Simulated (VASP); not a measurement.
Crystal: Ti.

```
Ti
1.0
     0.00000    2.03000    2.03000
     2.03000    0.00000    2.03000
     2.03000    2.03000    0.00000
Ti
1
Direct
  0.00000 0.00000 0.00000
```

This isn't the form of Ti at room conditions, which is hcp.

Base run:

```yaml
Program: VASP 6.6.1
Functional: PBE
Potentials_or_basis: VASP PAW PBE potentials, release 64 (Ti_sv)
Cutoff: 500 eV
k_mesh: 18 × 18 × 18
Occupations: gaussian, width 0.1 eV
Spin: no spin polarisation
```

Its results: band gap on the k mesh zero (bands 6 and 7 overlap by 1.35 eV); pressure 4.0 GPa.

Problem. The run is repeated on the same cell with these changes: functional from PBE to PBEsol. What comes out?

Solution. Band gap on the k mesh zero (bands 6 and 7 overlap by 1.35 eV); pressure -0.7 GPa.

PBEsol binds more tightly than PBE, so the same cell stands under less pressure.

Caveats: the cell stands under pressure (at least some runs); the PAW data sets were made with another functional, which shifts forces and pressure a little (at least some runs).
